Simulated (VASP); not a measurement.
Input of a VASP 6.6.1 run:

Contents of INCAR:

```
SYSTEM = As
PREC     = Accurate       ! precision mode
ENCUT    = 520            ! plane-wave cutoff, eV
EDIFF    = 1E-7           ! SCF threshold, eV
ISMEAR   = 0              ! smearing method
SIGMA    = 0.02           ! smearing width, eV
LREAL    = .FALSE.        ! projectors in reciprocal space
LASPH    = .TRUE.         ! aspherical terms in the spheres
NELM     = 100            ! most SCF steps
ALGO     = Normal         ! electronic algorithm
ISIF     = 2              ! what is computed and relaxed
LWAVE    = .FALSE.        ! write WAVECAR
LCHARG   = .FALSE.        ! write CHGCAR
LDIPOL   = .TRUE.       
IDIPOL   = 3            
DIPOL    = 0.5 0.5 0.500
GGA      = PE             ! functional
IVDW     = 12             ! dispersion correction
NBANDS   = 12             ! bands
```

Contents of KPOINTS:

```
Automatic mesh
0
G
  9 9 1
  0 0 0
```

POSCAR

```
As
1.0
    3.6930000000      0.0000000000      0.0000000000
   -1.8465000000      3.1982318162      0.0000000000
    0.0000000000      0.0000000000     28.5742413766
As
2
Direct
    0.3333333333      0.6666666667      0.4790370638
    0.6666666667      0.3333333333      0.5209629362
```

Potentials or basis: VASP PAW PBE potentials, release 64 (As).

Launch:

```bash
$ cat potpaw_PBE.64/As/POTCAR > POTCAR
$ mpirun -np 1 vasp_std > vasp.out
```

(1) Estimate the largest force.

(2) Estimate the dispersion energy per atom.

Answers

(1) 2.222 eV/Å.

(2) -0.200 eV.
